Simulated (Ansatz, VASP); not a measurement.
Two plane-wave programs on Gd

POSCAR

```
Gd
1.0
   -1.9730538499      1.9730538499      1.9730538499
    1.9730538499     -1.9730538499      1.9730538499
    1.9730538499      1.9730538499     -1.9730538499
Gd
1
Direct
    0.0000000000      0.0000000000      0.0000000000
```

Contents of INCAR.step1:

```
ALGO = Normal ; EDIFF = 1E-4
ENCUT = 520 ; GGA = PE
ISMEAR = 1 ; ISPIN = 2
LASPH = True ; LCHARG = False
LMAXMIX = 6 ; LREAL = False
LWAVE = True ; MAGMOM = 7
NBANDS = 19 ; NELM = 150
PREC = Accurate ; SIGMA = 0.1
```

INCAR.step2

```
ALGO = Normal ; EDIFF = 1E-7
ENCUT = 520 ; ISIF = 2
ISMEAR = 1 ; ISPIN = 2
ISTART = 1 ; LASPH = True
LCHARG = True ; LELF = True
LMAXMIX = 6 ; LMIXTAU = True
LORBIT = 11 ; LREAL = False
LVHAR = True ; LWAVE = False
MAGMOM = 7 ; METAGGA = R2SCAN
NBANDS = 19 ; NELM = 150
PREC = Accurate ; SIGMA = 0.1
```

KPOINTS

```
k-points
0
Gamma
  8 8 8
```

Input for Ansatz:

```yaml
crystal:
  lattice:
    - [-1.973053849879341, 1.973053849879341, 1.973053849879341]
    - [1.973053849879341, -1.973053849879341, 1.973053849879341]
    - [1.973053849879341, 1.973053849879341, -1.973053849879341]
  atoms:
    - { symbol: Gd, position: [0.0, 0.0, 0.0], spin: 7.0 }
basis:
  ecutwfc: 650.0
kpoints:
  mp_grid:
    grid: [8, 8, 8]
hamiltonian:
  xc: r2scan
magnetization:
  spin_polarized: true
scf:
  occupations:
    method: cold
    width: 0.1
```

Alike in both runs: task single point; functional r2SCAN; k mesh 8 × 8 × 8; collinear spin.

|  | VASP | Ansatz |
| --- | --- | --- |
| version | VASP 6.6.1 | Ansatz 0.2.0 |
| potentials or method | VASP PAW PBE potentials, release 64 (Gd), cutoff 520 eV | plane waves, PAW |
| occupations | methfessel-paxton of order 1, width 0.1 eV | cold, width 0.1 eV |
| valence electrons in the cell | 18 | 18 |

```csv
,VASP,Ansatz,Ansatz less VASP
net moment per atom (μB),7.88,7.88,+0.005
size of the moment on the site where the two differ most (μB),7.09,7.51,+0.421
```

VASP's potentials were made for PBE, not for r2SCAN. Site moments also hang on the region over which each program counts them. Ansatz's warnings: stability check not made.

Spin-orbit coupling is off throughout.
